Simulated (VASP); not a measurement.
Set up this calculation in VASP 6.6.1, as the native input.

```yaml
Task: single point
Functional: LDA
Potentials_or_basis: VASP PAW LDA potentials, release 64 (I)
Cutoff: 520 eV
k_mesh: 12 × 12 × 7
Occupations: fermi-dirac, width 0.08 eV
Spin: no spin polarisation
Dipole_correction: no
Further_INCAR_settings: ALGO = Normal; EDIFF = 1e-06; NBANDS = 14
```

The structure of I lies in POSCAR:

```
I
1.0
    2.9926400991      0.0000000000      0.0000000000
   -1.4963200495      2.5917023502      0.0000000000
    0.0000000000      0.0000000000      5.1617406421
I
2
Direct
    0.3333333333      0.6666666667      0.2500000000
    0.6666666667      0.3333333333      0.7500000000
```

The input as run:

INCAR

```
PREC = Accurate
ENCUT = 520
EDIFF = 1E-6
ISMEAR = -1
SIGMA = 0.08
LREAL = False
LASPH = True
NELM = 60
ALGO = Normal
ISIF = 2
LWAVE = False
LCHARG = True
LELF = True
LVHAR = True
NBANDS = 14
```

KPOINTS

```
Automatic mesh
0
Gamma
  12 12 7
```

Potentials or basis: VASP PAW LDA potentials, release 64 (I).

Command:

```bash
$ cat potpaw_LDA.64/I/POTCAR > POTCAR
$ mpirun -np 1 vasp_std > vasp.out
```

It gave:

```json
{
 "Pressure": "50.3 GPa",
 "Band gap on the k mesh": "zero (bands 7 and 8 overlap by 6.89 eV)"
}
```

Caveat: the cell stands under pressure; spin-orbit coupling is left out, which moves the levels of the heavy elements.

Run time: 11 s on 1 thread of Intel(R) Xeon(R) 6975P-C (Granite Rapids), on a shared host, peak memory 0.16 GiB.
